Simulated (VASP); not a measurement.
# AlN (P2_1) in VASP: a series of runs

AlN is run at these levels: LDA; tasks: single point.

All numbers are computed with VASP 6.6.1; they aren't measurements. Logs are shortened: lines on timing, memory, paths and dates and some standing lists are left out, and cuts for length are marked.

## 1. The cell of the first run

Symmetry: P2_1, No. 4, monoclinic system. The conventional cell has a = 3.063 Å, b = 4.903 Å, c = 3.063 Å, α = 90.00°, β = 120.00°, γ = 90.00°. Al (site symmetry 1) has 4 N at 1.86 to 1.88 Å within 2.5 Å. Within 2.5 Å of N (site symmetry 1) lie 4 Al at 1.86 to 1.88 Å.

## 2. Single point, LDA

Contents of INCAR:

```
  ALGO = Normal
  EDIFF = 1E-6
  ENCUT = 520
  GGA = CA
  ISIF = 2
  ISMEAR = 0
  LASPH = T
  LCHARG = F
  LREAL = F
  LWAVE = F
  NBANDS = 16
  NELM = 100
  PREC = Accurate
  SIGMA = 0.05
```

Contents of KPOINTS:

```
k-points
0
Gamma
  9 9 6
```

Contents of POSCAR:

```
AlN
1.0
    3.0629797860      0.0000000000      0.0000000000
   -1.5314898930      2.6526183059      0.0000000000
    0.0000000000      0.0000000000      4.9025525410
Al N
2 2
Direct
    0.3147813304      0.6666666667      0.0015210182
    0.6852186696      0.3333333333      0.5015210182
    0.3498904753      0.6666666667      0.3834789818
    0.6501095247      0.3333333333      0.8834789818
```

Potentials or basis: VASP PAW LDA potentials, release 64 (Al, N).

The run is started by

```sh
> cat potpaw_LDA.64/Al/POTCAR potpaw_LDA.64/N/POTCAR > POTCAR
> mpirun -np 1 vasp_std > vasp.out
```

OUTCAR:

```text
EDIFF = 1E-6
   ENCUT = 520
   GGA = CA
   ISIF = 2
   ISMEAR = 0
   LASPH = T
   LREAL = F
   NELM = 100
   PREC = Accurate

 ion  position               nearest neighbor table
   1  0.315  0.667  0.002-   4 1.86   4 1.86   4 1.87   3 1.88   2 2.97   2 2.97   2 3.02   2 3.02
                             2 3.08   2 3.08
   2  0.685  0.333  0.502-   3 1.86   3 1.86   3 1.87   4 1.88   1 2.97   1 2.97   1 3.02   1 3.02
                             1 3.08   1 3.08
   3  0.350  0.667  0.383-   2 1.86   2 1.86   2 1.87   1 1.88
   4  0.650  0.333  0.883-   1 1.86   1 1.86   1 1.87   2 1.88

  LATTYP: Found a hexagonal cell.
 ALAT       =     3.0629797860
 C/A-ratio  =     1.6005827278

  Lattice vectors:

 A1 = (   3.0629797860,   0.0000000000,   0.0000000000)
 A2 = (  -1.5314898930,   2.6526183059,   0.0000000000)
 A3 = (   0.0000000000,   0.0000000000,   4.9025525410)

Analysis of symmetry for initial positions (statically):
=====================================================================
 Subroutine PRICEL returns:
 Original cell was already a primitive cell.

 Routine SETGRP: Setting up the symmetry group for a
 hexagonal supercell.

 Subroutine GETGRP returns: Found  2 space group operations
 (whereof  1 operations were pure point group operations)
 out of a pool of 24 trial point group operations.

The static configuration has the point symmetry C_1 .
 The point group associated with its full space group is C_2 .

Analysis of symmetry for dynamics (positions and initial velocities):
=====================================================================
 Subroutine PRICEL returns:
 Original cell was already a primitive cell.

 Routine SETGRP: Setting up the symmetry group for a
 hexagonal supercell.

 Subroutine GETGRP returns: Found  2 space group operations
 (whereof  1 operations were pure point group operations)
 out of a pool of 24 trial point group operations.

The dynamic configuration has the point symmetry C_1 .
 The point group associated with its full space group is C_2 .

 Subroutine INISYM returns: Found  2 space group operations
 (whereof  1 operations are pure point group operations),
 and found     1 'primitive' translations

----------------------------------------------------------------------------------------

                                     Primitive cell

  volume of cell :      39.8328

  direct lattice vectors                    reciprocal lattice vectors
     3.062979786  0.000000000  0.000000000     0.326479464  0.188493007  0.000000000
    -1.531489893  2.652618306  0.000000000     0.000000000  0.376986013  0.000000000
     0.000000000  0.000000000  4.902552541     0.000000000  0.000000000  0.203975376

  length of vectors
     3.062979786  3.062979786  4.902552541     0.376986013  0.376986013  0.203975376

  position of ions in fractional coordinates (direct lattice)
     0.314781330  0.666666667  0.001521018
     0.685218670  0.333333333  0.501521018
     0.349890475  0.666666667  0.383478982
     0.650109525  0.333333333  0.883478982

  ion indices of the primitive-cell ions
   primitive index   ion index
                 1           1
                 2           2
                 3           3
                 4           4

----------------------------------------------------------------------------------------

 KPOINTS: k-points

Automatic generation of k-mesh.
 Grid dimensions read from file:
 generate k-points for:    9    9    6

 Generating k-lattice:

  Cartesian coordinates                     Fractional coordinates (reciprocal lattice)
     0.036275496  0.020943667  0.000000000     0.111111111  0.000000000  0.000000000
     0.000000000  0.041887335  0.000000000     0.000000000  0.111111111  0.000000000
     0.000000000  0.000000000  0.033995896     0.000000000  0.000000000  0.166666667

  Length of vectors
     0.041887335  0.041887335  0.033995896

  Shift w.r.t. Gamma in fractional coordinates (k-lattice)
     0.000000000  0.000000000  0.000000000

 Subroutine IBZKPT returns following result:
 ===========================================

 Found    164 irreducible k-points:

 Following reciprocal coordinates:
            Coordinates               Weight
  0.000000  0.000000  0.000000      1.000000
  0.111111 -0.000000  0.000000      2.000000
  0.000000  0.111111  0.000000      2.000000
 -0.111111  0.111111  0.000000      2.000000
  0.222222 -0.000000  0.000000      2.000000
  0.000000  0.222222  0.000000      2.000000
[... 16 lines left out ...]
  0.333333  0.111111  0.000000      2.000000
 -0.111111  0.444444  0.000000      2.000000
 [... further k-points ...]
   k-points           NKPTS =    164   k-points in BZ     NKDIM =    164   number of bands    NBANDS=     16
   number of dos      NEDOS =    301   number of ions     NIONS =      4
   total plane-waves  NPLWV =  20736
   dimension x,y,z NGX =    24 NGY =   24 NGZ =   36
   dimension x,y,z NGXF=    48 NGYF=   48 NGZF=   72
   ions per type =               2   2
   NGX,Y,Z   is equivalent  to a cutoff of  13.03, 13.03, 12.21 a.u.
   NGXF,Y,Z  is equivalent  to a cutoff of  26.05, 26.05, 24.42 a.u.
 SYSTEM =  unknown system
   PREC   = accura    normal or accurate (medium, high low for compatibility)
   ISTART =      0    job   : 0-new  1-cont  2-samecut
   ICHARG =      2    charge: 1-file 2-atom 10-const
   ISPIN  =      1    spin polarized calculation?
   LNONCOLLINEAR =      F non collinear calculations
   LSORBIT =      F    spin-orbit coupling
   LASPH  =      T    aspherical Exc in radial PAW
   ENCUT  =  520.0 eV  38.22 Ry    6.18 a.u.   5.70  5.70  9.12*2*pi/ulx,y,z
   NELM   =    100;   NELMIN=  2; NELMDL= -5     # of ELM steps
   EDIFF  = 0.1E-05   stopping-criterion for ELM
   LREAL  =      F    real-space projection
   EDIFFG = 0.1E-04   stopping-criterion for IOM
   NSW    =      0    number of steps for IOM
   IBRION =     -1    ionic relax: 0-MD 1-quasi-New 2-CG
   NFREE  =      0    steps in history (QN), initial steepest desc. (CG)
   ISIF   =      2    stress and relaxation
   ISYM   =      2    0-nonsym 1-usesym 2-fastsym
   POTIM  = 0.5000    time-step for ionic-motion
   TEBEG  =    0.0;   TEEND  =   0.0 temperature during run
   PSTRESS=    0.0 pullay stress
   NELECT =      16.0000    total number of electrons
   NUPDOWN=      -1.0000    fix difference up-down
   EMIN   =  10.00;   EMAX   =-10.00  energy-range for DOS
   EFERMI =   0.00;   METHOD = LEGACY
   ISMEAR =     0;   SIGMA  =   0.05  broadening in eV -4-tet -1-fermi 0-gaus
   EFERMI_NEDOS =   21; number of points for ismear=-14 and -15
   IALGO  =     38    algorithm
   IMIX   =      4    mixing-type and parameters
     AMIX     =   0.40;   BMIX     =  1.00
     AMIX_MAG =   1.60;   BMIX_MAG =  1.00
  volume/ion in A,a.u.               =       9.96        67.20
  Fermi-wavevector in a.u.,A,eV,Ry     =   1.207910  2.282618 19.851521  1.459046
  Thomas-Fermi vector in A             =   2.343533
   LORBIT       =      0    0 simple, 1 ext, 2 COOP (PROOUT), +10 PAW based schemes
   GGA     = CA    functional components
   LHFCALC =     F    Hartree Fock is set to
   AEXX    =    0.0000 exact exchange contribution
   IVDW    =     0    specifies the selected vdW correction
   LEPSILON=     F    determine dielectric tensor
   LRPA    =     F    only Hartree local field effects (RPA)
 non-spin polarized calculation
 Gauss-broadening in eV      SIGMA  =   0.05
  energy-cutoff  :      520.00
  volume of cell :       39.83
 maximum number of plane-waves:      1092
   NGX = 11   NGY = 11   NGZ = 19

 number of electron      15.9999998 magnetization

 Free energy of the ion-electron system (eV)
  ---------------------------------------------------
  ext. energy  EPLUGINS =         0.00000000
  ---------------------------------------------------
  free energy    TOTEN  =       -32.79331734 eV

  energy without entropy =      -32.79331734  energy(sigma->0) =      -32.79331734

 E-fermi :   6.5957     XC(G=0): -11.4549

 val. band max:        6.3871382849   @ k =   0.0000   0.0000   0.0000
 cond. band min:      10.9961469957   @ k =   0.0000   0.0000   0.0000
 fundamental gap:      4.6090087109
 Fermi energy:         6.5956767706

 k-point     1 :       0.0000    0.0000    0.0000
  band No.  band energies     occupation
      1      -8.9626      2.00000
      2      -6.5857      2.00000
      3       0.0970      2.00000
      4       5.4379      2.00000
      5       5.4960      2.00000
      6       6.0379      2.00000
[... 8 lines left out ...]
     15      19.7232      0.00000
     16      20.0115      0.00000

 k-point     2 :       0.1111   -0.0000    0.0000
  band No.  band energies     occupation
      1      -8.7941      2.00000
      2      -6.4869      2.00000
      3       0.2904      2.00000
      4       4.7294      2.00000
      5       5.2481      2.00000
      6       5.4148      2.00000
[... 8 lines left out ...]
     15      19.5312      0.00000
     16      19.8227      0.00000

 k-point     3 :       0.0000    0.1111    0.0000
  band No.  band energies     occupation
      1      -8.7936      2.00000
      2      -6.4885      2.00000
      3       0.2916      2.00000
      4       4.7384      2.00000
      5       5.2569      2.00000
      6       5.4563      2.00000
[... 8 lines left out ...]
     15      19.4791      0.00000
     16      19.7789      0.00000

 k-point     4 :      -0.1111    0.1111    0.0000
  band No.  band energies     occupation
      1      -8.7930      2.00000
      2      -6.4899      2.00000
      3       0.2927      2.00000
      4       4.7361      2.00000
      5       5.2682      2.00000
      6       5.5071      2.00000
[... 8 lines left out ...]
     15      19.5502      0.00000
     16      19.7483      0.00000

 k-point     5 :       0.2222   -0.0000    0.0000
  band No.  band energies     occupation
      1      -8.3143      2.00000
      2      -6.2358      2.00000
      3       0.8510      2.00000
      4       3.1248      2.00000
      5       4.1868      2.00000
      6       4.8365      2.00000
[... 8 lines left out ...]
     15      19.1530      0.00000
     16      19.3207      0.00000

 k-point     6 :       0.0000    0.2222    0.0000
  band No.  band energies     occupation
      1      -8.3117      2.00000
      2      -6.2436      2.00000
      3       0.8574      2.00000
      4       3.1806      2.00000
      5       4.1812      2.00000
      6       4.8372      2.00000
[... 8 lines left out ...]
     15      19.0219      0.00000
     16      19.5198      0.00000
[... 267 lines left out ...]
 k-point    21 :       0.1111    0.2222    0.0000
  band No.  band energies     occupation
      1      -7.8738      2.00000
      2      -6.0610      2.00000
      3       1.3860      2.00000
      4       2.4506      2.00000
      5       3.0939      2.00000
      6       4.5735      2.00000
[... 8 lines left out ...]
     15      19.4976      0.00000
     16      20.7064      0.00000

 k-point    22 :       0.3333   -0.1111    0.0000
  band No.  band energies     occupation
      1      -7.8734      2.00000
      2      -6.0605      2.00000
      3       1.3855      2.00000
      4       2.3787      2.00000
      5       3.1993      2.00000
      6       4.5328      2.00000
[... 8 lines left out ...]
     15      19.2437      0.00000
     16      20.5173      0.00000

 k-point    23 :       0.3333    0.1111    0.0000
  band No.  band energies     occupation
      1      -7.1697      2.00000
      2      -5.9032      2.00000
      3       1.1417      2.00000
      4       2.2920      2.00000
      5       2.4851      2.00000
      6       3.9471      2.00000
[... 8 lines left out ...]
     15      19.2946      0.00000
     16      21.5022      0.00000

 k-point    24 :      -0.1111    0.4444    0.0000
  band No.  band energies     occupation
      1      -7.1443      2.00000
      2      -5.9519      2.00000
      3       1.2626      2.00000
      4       2.3436      2.00000
      5       2.4759      2.00000
      6       3.8934      2.00000
[... 8 lines left out ...]
     15      18.9775      0.00000
     16      21.4044      0.00000

 [... further k-points ...]
[... 5 lines left out ...]
  --------------------------------------------------------------------------------------
  -------------------------------------------------------------------------------------
  Total        1.5118417      1.5974885      1.4726578     -0.0299755      0.0000000      0.0000000
  in kB       60.8101056     64.2550373     59.2340311     -1.2056916      0.0000000      0.0000000
  external PRESSURE =      61.4330580 kB  Pullay stress =       0.0000000 kB

 VOLUME and BASIS-vectors are now :
 -----------------------------------------------------------------------------
  energy-cutoff  :      520.00
  volume of cell :       39.83
      direct lattice vectors                 reciprocal lattice vectors
     3.062979786  0.000000000  0.000000000     0.326479464  0.188493007  0.000000000
    -1.531489893  2.652618306  0.000000000     0.000000000  0.376986013  0.000000000
     0.000000000  0.000000000  4.902552541     0.000000000  0.000000000  0.203975376

 POSITION                                       TOTAL-FORCE (eV/Angst)
 -----------------------------------------------------------------------------------
     -0.05682      1.76841      0.00746         0.328815      0.016339      0.016082
      1.58831      0.88421      2.45873        -0.328815     -0.016339      0.016082
      0.05071      1.76841      1.88003        -0.138486      0.006913     -0.016082
      1.48078      0.88421      4.33130         0.138486     -0.006913     -0.016082
 -----------------------------------------------------------------------------------
    total drift:                               -0.000000     -0.000000      0.000366

  FREE ENERGIE OF THE ION-ELECTRON SYSTEM (eV)
  ---------------------------------------------------
  free  energy   TOTEN  =       -32.7933173352 eV

  energy  without entropy=      -32.7933173352  energy(sigma->0) =      -32.79331734
```

Run time: 24 s. Hardware: 1 thread of Intel Xeon 6975P-C (Granite Rapids), shared host; peak memory 0.19 GiB.

What came out:

- Free energy: -32.7933 eV
- Pressure: 6.1 GPa
- Largest force: 0.330 eV/Å
- Band gap on the k mesh: 4.61 eV, direct

Forces in eV/Å, atoms in the order of the input:
```
Al   0.329  0.016  0.016
Al  -0.329 -0.016  0.016
N   -0.138  0.007 -0.016
N    0.138 -0.007 -0.016
```

Stress tensor (GPa, compression positive):
```
 6.08 -0.12  0.00
-0.12  6.43  0.00
 0.00  0.00  5.92
```

Levels at points of the mesh, in eV from the valence-band top:
```
           k point  band 4  band 5  band 6  band 7  band 8  band 9  band 10  band 11  band 12  band 13
(0.00, 0.00, 0.00)   -0.95   -0.89   -0.35   -0.17    0.00    4.61     6.92    10.79    11.04    11.50
(0.00, 0.00, 0.50)   -3.43   -0.62   -0.62   -0.57   -0.57    6.79     6.79    10.49    10.49    11.57
```

A k mesh can miss the band edges. A hybrid or GW would open this gap; LDA tends to underestimate it.

## 3. Single point, LDA

This run uses another cell than the first one, of 10.21 Å³/atom, 1.025 times its volume.

Contents of INCAR:

```
  PREC = Accurate
  ENCUT = 520
  EDIFF = 1E-6
  ISMEAR = 0
  SIGMA = 0.05
  LREAL = F
  LASPH = T
  NELM = 60
  ALGO = Normal
  ISIF = 2
  LWAVE = F
  LCHARG = F
  GGA = CA
  NBANDS = 16
```

Contents of KPOINTS:

```
Automatic mesh
0
Gamma
  9 9 6
```

Contents of POSCAR:

```
AlN
1.0
    3.0886152929      0.0000000000      0.0000000000
   -1.5443076465      2.6748193062      0.0000000000
    0.0000000000      0.0000000000      4.9435842906
Al N
2 2
Direct
    0.3240411434      0.6666666667      0.0015210182
    0.6759588566      0.3333333333      0.5015210182
    0.3416263521      0.6666666667      0.3834789818
    0.6583736479      0.3333333333      0.8834789818
```

Potentials or basis: VASP PAW LDA potentials, release 64 (Al, N).

The run is started by

```sh
> cat potpaw_LDA.64/Al/POTCAR potpaw_LDA.64/N/POTCAR > POTCAR
> mpirun -np 1 vasp_std > vasp.out
```

Run time: 26 s. Hardware: 1 thread of Intel Xeon 6975P-C (Granite Rapids), shared host; peak memory 0.2 GiB.

Results (log left out):

* Free energy: -32.8344 eV
* Pressure: 0.6 GPa
* Largest force: 0.164 eV/Å
* Band gap on the k mesh: 4.41 eV, direct

Forces on the atoms (eV/Å):
```
Al   0.164  0.004  0.005
Al  -0.164 -0.004  0.005
N   -0.074  0.002 -0.005
N    0.074 -0.002 -0.005
```

Stress tensor (GPa, compression positive):
```
 0.55 -0.09  0.00
-0.09  0.64  0.00
 0.00  0.00  0.58
```

Levels at points of the mesh, in eV from the valence-band top:
```tsv
k point	band 6	band 7	band 8	band 9	band 10	band 11
(0.00, 0.00, 0.00)	-0.28	-0.19	0.00	4.41	6.72	10.64
(0.00, 0.00, 0.50)	-0.59	-0.56	-0.56	6.60	6.60	10.31
```

(Continued in part 2 of 2.)
